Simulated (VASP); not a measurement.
# Li (P6_3/mmc) in VASP: notebook

The runs below take Li through electric field gradients, with PBEsol.

Program: VASP 6.6.1. These are calculated values, not measurements. Logs are shortened: lines on timing, memory, paths and dates and some standing lists are left out, and cuts for length are marked.

### 1 The cell of the first run

The structure is hexagonal, space group P6_3/mmc (No. 194). Conventional cell: a = 3.069 Å, b = 3.069 Å, c = 5.024 Å, α = 90.00°, β = 90.00°, γ = 120.00°. Li (site symmetry -6m2) has 12 Li at 3.07 Å within 4.0 Å.

This isn't the form of Li at room conditions, which is bcc.

### 2 Electric field gradients, PBEsol (20.49 Å³/atom)

Input file INCAR:

```
SYSTEM = Li
PREC = Accurate ; ENCUT = 520
EDIFF = 1E-8 ; ISMEAR = -1
SIGMA = 0.03 ; LREAL = .False.
LASPH = .True. ; NELM = 60
ALGO = Normal ; ISIF = 2
LWAVE = .False. ; LCHARG = .False.
GGA = PS ; LEFG = .True.
NBANDS = 10
```

Input file KPOINTS:

```
regular mesh
0
Gamma
  15 15 8
  0 0 0
```

Input file POSCAR:

```
Li
1.0
    3.0689564278      0.0000000000      0.0000000000
   -1.5344782139      2.6577942296      0.0000000000
    0.0000000000      0.0000000000      5.0241672378
Li
2
Direct
    0.3333333333      0.6666666667      0.2500000000
    0.6666666667      0.3333333333      0.7500000000
```

Potentials or basis: VASP PAW PBE potentials, release 64 (Li_sv).

Command:

```bash
> cat potpaw_PBE.64/Li_sv/POTCAR > POTCAR
> mpirun -np 1 vasp_std > vasp.out
```

OUTCAR:

```text
SYSTEM = Li
   PREC = Accurate
   ENCUT = 520
   EDIFF = 1E-8
   ISMEAR = -1
   LREAL = .False.
   LASPH = .True.
   NELM = 60
   ISIF = 2
   GGA = PS

 ion  position               nearest neighbor table
   1  0.333  0.667  0.250-
   2  0.667  0.333  0.750-

  LATTYP: Found a hexagonal cell.
 ALAT       =     3.0689564278
 C/A-ratio  =     1.6370930497

  Lattice vectors:

 A1 = (   3.0689564278,   0.0000000000,   0.0000000000)
 A2 = (  -1.5344782139,   2.6577942296,   0.0000000000)
 A3 = (   0.0000000000,   0.0000000000,   5.0241672378)

Analysis of symmetry for initial positions (statically):
=====================================================================
 Subroutine PRICEL returns:
 Original cell was already a primitive cell.

 Routine SETGRP: Setting up the symmetry group for a
 hexagonal supercell.

 Subroutine GETGRP returns: Found 24 space group operations
 (whereof 12 operations were pure point group operations)
 out of a pool of 24 trial point group operations.

The static configuration has the point symmetry D_3d.
 The point group associated with its full space group is D_6h.

Analysis of symmetry for dynamics (positions and initial velocities):
=====================================================================
 Subroutine PRICEL returns:
 Original cell was already a primitive cell.

 Routine SETGRP: Setting up the symmetry group for a
 hexagonal supercell.

 Subroutine GETGRP returns: Found 24 space group operations
 (whereof 12 operations were pure point group operations)
 out of a pool of 24 trial point group operations.

The dynamic configuration has the point symmetry D_3d.
 The point group associated with its full space group is D_6h.

 Subroutine INISYM returns: Found 24 space group operations
 (whereof 12 operations are pure point group operations),
 and found     1 'primitive' translations

----------------------------------------------------------------------------------------

                                     Primitive cell

  volume of cell :      40.9804

  direct lattice vectors                    reciprocal lattice vectors
     3.068956428  0.000000000  0.000000000     0.325843662  0.188125926  0.000000000
    -1.534478214  2.657794230  0.000000000     0.000000000  0.376251852  0.000000000
     0.000000000  0.000000000  5.024167238     0.000000000  0.000000000  0.199037960

  length of vectors
     3.068956428  3.068956428  5.024167238     0.376251852  0.376251852  0.199037960

  position of ions in fractional coordinates (direct lattice)
     0.333333333  0.666666667  0.250000000
     0.666666667  0.333333333  0.750000000

  ion indices of the primitive-cell ions
   primitive index   ion index
                 1           1
                 2           2

----------------------------------------------------------------------------------------

 KPOINTS: regular mesh

Automatic generation of k-mesh.
 Grid dimensions read from file:
 generate k-points for:   15   15    8

 Generating k-lattice:

  Cartesian coordinates                     Fractional coordinates (reciprocal lattice)
     0.021722911  0.012541728  0.000000000     0.066666667  0.000000000  0.000000000
     0.000000000  0.025083457  0.000000000     0.000000000  0.066666667  0.000000000
     0.000000000  0.000000000  0.024879745     0.000000000  0.000000000  0.125000000

  Length of vectors
     0.025083457  0.025083457  0.024879745

  Shift w.r.t. Gamma in fractional coordinates (k-lattice)
     0.000000000  0.000000000  0.000000000

 Subroutine IBZKPT returns following result:
 ===========================================

 Found    135 irreducible k-points:

 Following reciprocal coordinates:
            Coordinates               Weight
  0.000000  0.000000  0.000000      1.000000
  0.066667  0.000000  0.000000      6.000000
  0.133333  0.000000  0.000000      6.000000
  0.200000  0.000000  0.000000      6.000000
  0.266667  0.000000  0.000000      6.000000
  0.333333  0.000000  0.000000      6.000000
[... 16 lines left out ...]
  0.333333  0.200000  0.000000     12.000000
  0.400000  0.200000  0.000000      6.000000
 [... further k-points ...]
   k-points           NKPTS =    135   k-points in BZ     NKDIM =    135   number of bands    NBANDS=     10
   number of dos      NEDOS =    301   number of ions     NIONS =      2
   total plane-waves  NPLWV =  23040
   dimension x,y,z NGX =    24 NGY =   24 NGZ =   40
   dimension x,y,z NGXF=    48 NGYF=   48 NGZF=   80
   ions per type =               2
   NGX,Y,Z   is equivalent  to a cutoff of  13.00, 13.00, 13.24 a.u.
   NGXF,Y,Z  is equivalent  to a cutoff of  26.00, 26.00, 26.47 a.u.
 SYSTEM =  Li
   PREC   = accura    normal or accurate (medium, high low for compatibility)
   ISTART =      0    job   : 0-new  1-cont  2-samecut
   ICHARG =      2    charge: 1-file 2-atom 10-const
   ISPIN  =      1    spin polarized calculation?
   LNONCOLLINEAR =      F non collinear calculations
   LSORBIT =      F    spin-orbit coupling
   LASPH  =      T    aspherical Exc in radial PAW
   ENCUT  =  520.0 eV  38.22 Ry    6.18 a.u.   5.71  5.71  9.34*2*pi/ulx,y,z
   NELM   =     60;   NELMIN=  2; NELMDL= -5     # of ELM steps
   EDIFF  = 0.1E-07   stopping-criterion for ELM
   LREAL  =      F    real-space projection
   EDIFFG = 0.1E-06   stopping-criterion for IOM
   NSW    =      0    number of steps for IOM
   IBRION =     -1    ionic relax: 0-MD 1-quasi-New 2-CG
   NFREE  =      0    steps in history (QN), initial steepest desc. (CG)
   ISIF   =      2    stress and relaxation
   ISYM   =      2    0-nonsym 1-usesym 2-fastsym
   POTIM  = 0.5000    time-step for ionic-motion
   TEBEG  =    0.0;   TEEND  =   0.0 temperature during run
   PSTRESS=    0.0 pullay stress
   NELECT =       6.0000    total number of electrons
   NUPDOWN=      -1.0000    fix difference up-down
   EMIN   =  10.00;   EMAX   =-10.00  energy-range for DOS
   EFERMI =   0.00;   METHOD = LEGACY
   ISMEAR =    -1;   SIGMA  =   0.03  broadening in eV -4-tet -1-fermi 0-gaus
   EFERMI_NEDOS =   21; number of points for ismear=-14 and -15
   IALGO  =     38    algorithm
   IMIX   =      4    mixing-type and parameters
     AMIX     =   0.40;   BMIX     =  1.00
     AMIX_MAG =   1.60;   BMIX_MAG =  1.00
  volume/ion in A,a.u.               =      20.49       138.27
  Fermi-wavevector in a.u.,A,eV,Ry     =   0.862846  1.630542 10.129577  0.744503
  Thomas-Fermi vector in A             =   1.980708
   LORBIT       =      0    0 simple, 1 ext, 2 COOP (PROOUT), +10 PAW based schemes
   GGA     = PS    functional components
   LHFCALC =     F    Hartree Fock is set to
   AEXX    =    0.0000 exact exchange contribution
   IVDW    =     0    specifies the selected vdW correction
   LEPSILON=     F    determine dielectric tensor
   LRPA    =     F    only Hartree local field effects (RPA)
 non-spin polarized calculation
  energy-cutoff  :      520.00
  volume of cell :       40.98
 maximum number of plane-waves:      1118
 NGX is ok and might be reduce to    24
   NGX = 11   NGY = 11   NGZ = 19

 number of electron       5.9999996 magnetization

 Free energy of the ion-electron system (eV)
  ---------------------------------------------------
  ext. energy  EPLUGINS =         0.00000000
  ---------------------------------------------------
  free energy    TOTEN  =        -3.93462670 eV

  energy without entropy =       -3.93135519  energy(sigma->0) =       -3.93299095

 E-fermi :   0.5975     XC(G=0):  -6.9913

 val. band max:        0.5854661206   @ k =   0.4667   0.0667   0.0000
 cond. band min:       0.6063486540   @ k =   0.4000  -0.0000   0.5000
 fundamental gap:      0.0208825333
 Fermi energy:         0.5975469300

 k-point     1 :       0.0000    0.0000    0.0000
  band No.  band energies     occupation
      1     -45.3338      2.00000
      2     -45.3158      2.00000
      3      -2.9442      2.00000
      4       0.5707      1.42036
      5       3.4749      0.00000
      6      13.0034      0.00000
      7      13.0034      0.00000
      8      14.3872      0.00000
      9      14.3872      0.00000
     10      14.9402      0.00000
[... 287 lines left out ...]
 k-point    24 :       0.4000    0.2000    0.0000
  band No.  band energies     occupation
      1     -45.3135      2.00000
      2     -45.3099      2.00000
      3       1.1074      0.00000
      4       2.0912      0.00000
      5       4.8806      0.00000
      6       5.8655      0.00000
      7       6.8068      0.00000
      8       6.9120      0.00000
      9      10.6208      0.00000
     10      10.9284      0.00000

 [... further k-points ...]

------------------------ aborting loop because EDIFF is reached ----------------------------------------

  FORCE on cell =-STRESS in cart. coord.  units (eV):
  Direction    XX          YY          ZZ          XY          YZ          ZX
  --------------------------------------------------------------------------------------
  -------------------------------------------------------------------------------------
  Total       -0.0731883     -0.0731883     -0.0641000      0.0000000      0.0000000      0.0000000
  in kB       -2.8613847     -2.8613847     -2.5060640      0.0000000      0.0000000      0.0000000
  external PRESSURE =      -2.7429445 kB  Pullay stress =       0.0000000 kB

 VOLUME and BASIS-vectors are now :
 -----------------------------------------------------------------------------
  energy-cutoff  :      520.00
  volume of cell :       40.98
      direct lattice vectors                 reciprocal lattice vectors
     3.068956428  0.000000000  0.000000000     0.325843662  0.188125926  0.000000000
    -1.534478214  2.657794230  0.000000000     0.000000000  0.376251852  0.000000000
     0.000000000  0.000000000  5.024167238     0.000000000  0.000000000  0.199037960

 POSITION                                       TOTAL-FORCE (eV/Angst)
 -----------------------------------------------------------------------------------
     -0.00000      1.77186      1.25604         0.000000      0.000000      0.000000
      1.53448      0.88593      3.76813        -0.000000      0.000000      0.000000
 -----------------------------------------------------------------------------------
    total drift:                               -0.000000      0.000000      0.000000

  FREE ENERGIE OF THE ION-ELECTRON SYSTEM (eV)
  ---------------------------------------------------
  free  energy   TOTEN  =        -3.9346267018 eV

  energy  without entropy=       -3.9313551897  energy(sigma->0) =       -3.93299095

 Electric field gradients (V/A^2)
---------------------------------------------------------------------
 ion       V_xx      V_yy      V_zz      V_xy      V_xz      V_yz
---------------------------------------------------------------------
   1       0.006     0.008    -0.014     0.001     0.000    -0.000
   2       0.006     0.008    -0.014     0.001    -0.000     0.000
---------------------------------------------------------------------

 Electric field gradients after diagonalization (V/A^2)
 (convention: |V_zz| > |V_xx| > |V_yy|)
----------------------------------------------------------------------
 ion       V_xx      V_yy      V_zz     asymmetry (V_yy - V_xx)/ V_zz
----------------------------------------------------------------------
   1       0.009     0.006    -0.014       0.207
   2       0.009     0.006    -0.014       0.207
----------------------------------------------------------------------

           NMR quadrupolar parameters

 Cq : quadrupolar parameter    Cq=e*Q*V_zz/h
 eta: asymmetry parameters     (V_yy - V_xx)/ V_zz
 Q  : nuclear electric quadrupole moment in mb (millibarn)
----------------------------------------------------------------------
 ion       Cq(MHz)       eta       Q (mb)
----------------------------------------------------------------------
   1      -0.000       0.207       1.000
   2      -0.000       0.207       1.000
----------------------------------------------------------------------
```

Run time: 19 s. Hardware: 1 thread of Intel Xeon Platinum 8488C (Sapphire Rapids), shared host; peak memory 0.17 GiB.

Results:

```yaml
Free_energy: -3.9346 eV
Band_gap_on_the_k_mesh: zero (bands 3 and 4 overlap by 4.59 eV)
Largest_electric_field_gradient_by_atom: under 0.05 V/Å² on every atom
```

Caveat: the cutoff is under 1.25 times the usual one of these potentials, so pressure, stress and relaxed cells hold a basis-set (Pulay) error; the PAW data sets were made with another functional, which shifts forces and pressure a little.

### 3 Electric field gradients, PBEsol (21.13 Å³/atom)

This run uses another cell than the first one, of 21.13 Å³/atom.

Input file INCAR:

```
SYSTEM = Li
ALGO = Normal
EDIFF = 1E-8
ENCUT = 520
GGA = PS
ISIF = 2
ISMEAR = -1
LASPH = .TRUE.
LCHARG = .FALSE.
LEFG = .TRUE.
LREAL = .FALSE.
LWAVE = .FALSE.
NBANDS = 10
NELM = 80
PREC = Accurate
SIGMA = 0.03
```

Input file KPOINTS:

```
k-points
0
G
  15 15 8
  0 0 0
```

Input file POSCAR:

```
Li
1.0
    3.1005973844      0.0000000000      0.0000000000
   -1.5502986922      2.6851961018      0.0000000000
    0.0000000000      0.0000000000      5.0759664280
Li
2
Direct
    0.3333333333      0.6666666667      0.2500000000
    0.6666666667      0.3333333333      0.7500000000
```

Potentials or basis: VASP PAW PBE potentials, release 64 (Li_sv).

Command:

```bash
> cat potpaw_PBE.64/Li_sv/POTCAR > POTCAR
> mpirun -np 1 vasp_std > vasp.out
```

OUTCAR:

```text
SYSTEM = Li
   EDIFF = 1E-8
   ENCUT = 520
   GGA = PS
   ISIF = 2
   ISMEAR = -1
   LASPH = .TRUE.
   LREAL = .FALSE.
   NELM = 80
   PREC = Accurate

 ion  position               nearest neighbor table
   1  0.333  0.667  0.250-
   2  0.667  0.333  0.750-

  LATTYP: Found a hexagonal cell.
 ALAT       =     3.1005973844
 C/A-ratio  =     1.6370930497

  Lattice vectors:

 A1 = (   3.1005973844,   0.0000000000,   0.0000000000)
[... 525 lines left out ...]

  FREE ENERGIE OF THE ION-ELECTRON SYSTEM (eV)
  ---------------------------------------------------
  free  energy   TOTEN  =        -3.9319801752 eV

  energy  without entropy=       -3.9287109372  energy(sigma->0) =       -3.93034556

 Electric field gradients (V/A^2)
---------------------------------------------------------------------
 ion       V_xx      V_yy      V_zz      V_xy      V_xz      V_yz
---------------------------------------------------------------------
   1       0.008     0.007    -0.015    -0.001    -0.000     0.000
   2       0.008     0.007    -0.015    -0.001     0.000    -0.000
---------------------------------------------------------------------

 Electric field gradients after diagonalization (V/A^2)
 (convention: |V_zz| > |V_xx| > |V_yy|)
----------------------------------------------------------------------
 ion       V_xx      V_yy      V_zz     asymmetry (V_yy - V_xx)/ V_zz
----------------------------------------------------------------------
   1       0.008     0.007    -0.015       0.082
   2       0.008     0.007    -0.015       0.082
----------------------------------------------------------------------

           NMR quadrupolar parameters

 Cq : quadrupolar parameter    Cq=e*Q*V_zz/h
 eta: asymmetry parameters     (V_yy - V_xx)/ V_zz
 Q  : nuclear electric quadrupole moment in mb (millibarn)
----------------------------------------------------------------------
 ion       Cq(MHz)       eta       Q (mb)
----------------------------------------------------------------------
   1      -0.000       0.082       1.000
   2      -0.000       0.082       1.000
----------------------------------------------------------------------
```

stdout:

```text
POSCAR found type information on POSCAR Li
 POSCAR found :  1 types and       2 ions
 scaLAPACK will be used
 -----------------------------------------------------------------------------
|                                                                             |
|                                                                             |
|     You enforced a specific xc type in the INCAR file but a different       |
|     I HOPE YOU KNOW WHAT YOU ARE DOING!                                     |
|                                                                             |
 -----------------------------------------------------------------------------

 LDA part: xc-table for (Slater+PW92), standard interpolation
 POSCAR, INCAR and KPOINTS ok, starting setup
 FFT: planning ... GRIDC
 FFT: planning ... GRID_SOFT
 FFT: planning ... GRID
 WAVECAR not read
 entering main loop
ion   1

ion   2
```

Run time: 20 s. Hardware: 1 thread of Intel Xeon Platinum 8488C (Sapphire Rapids), shared host; peak memory 0.17 GiB.

Results:

```yaml
Free_energy: -3.9320 eV
Band_gap_on_the_k_mesh: zero (bands 3 and 4 overlap by 4.53 eV)
Largest_electric_field_gradient_by_atom: under 0.05 V/Å² on every atom
```

Caveat: the cutoff is under 1.25 times the usual one of these potentials, so pressure, stress and relaxed cells hold a basis-set (Pulay) error; the PAW data sets were made with another functional, which shifts forces and pressure a little.

(Part 1 of 2 ends here.)

The gap in the log of VASP goes by the Fermi energy; the results here count the filled bands.